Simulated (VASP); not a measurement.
Input of a VASP 6.6.1 run:

INCAR

```
SYSTEM = Cu
PREC = Accurate
ENCUT = 600
EDIFF = 1E-6
ISMEAR = -1
SIGMA = 0.15
LREAL = .False.
LASPH = .True.
NELM = 60
ALGO = Fast
ISIF = 4
LWAVE = .False.
LCHARG = .False.
GGA = PE
IBRION = 2
NSW = 80
EDIFFG = -0.001
```

Contents of KPOINTS:

```
regular mesh
0
Gamma
  18 18 10
  0 0 0
```

Contents of POSCAR:

```
Cu
1.0
    2.5812385076      0.0000000000      0.0000000000
   -1.2906192538      2.2354181208      0.0000000000
    0.0000000000      0.0000000000      4.2348312681
Cu
2
Direct
    0.3333333333      0.6666666667      0.2500000000
    0.6666666667      0.3333333333      0.7500000000
```

Potentials or basis: VASP PAW PBE potentials, release 64 (Cu).

Launch:

```bash
$ cat potpaw_PBE.64/Cu/POTCAR > POTCAR
$ mpirun -np 1 vasp_std > vasp.out
```

Predict the band gap on the k mesh.

zero (band 11 reaches 11.16 eV, above the bottom of band 12 at 5.26 eV).

Final structure:
```
Cu
1.0
     2.58124    0.00000    0.00000
    -1.29062    2.23542    0.00000
     0.00000    0.00000    4.23483
Cu
2
Direct
  0.33333 0.66667 0.25000
  0.66667 0.33333 0.75000
```

Caveat: the relaxation stopped at its first step, so nothing moved.
